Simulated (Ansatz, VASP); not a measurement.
**One calculation of Si, two programs**

```xyz
8
Lattice="5.4697 0.0000 0.0000 0.0000 5.4697 0.0000 0.0000 0.0000 5.4697" Properties=species:S:1:pos:R:3 pbc="T T T"
Si    1.3674    1.3674    4.1023
Si    1.3674    4.1023    1.3674
Si    4.1023    1.3674    1.3674
Si    4.1023    4.1023    4.1023
Si    0.0000    0.0000    2.7349
Si    0.0000    2.7349    0.0000
Si    2.7349    0.0000    0.0000
Si    2.7349    2.7349    2.7349
```

Alike in both runs: task single point; functional PBE; k mesh 3 × 3 × 3; occupations fermi-dirac, width 0.01 eV; no spin polarisation.

```csv
,VASP,Ansatz
version,VASP 6.6.1,Ansatz 0.2.0
potentials or method,"VASP PAW PBE potentials, release 64 (Si), cutoff 500 eV",plane-wave PAW DFT
valence electrons in the cell,32,32
```

|  | VASP | Ansatz | Ansatz less VASP |
| --- | --- | --- | --- |
| gap on the k mesh at the Fermi level (eV) | 0.75 | 0.75 | -0.001 |
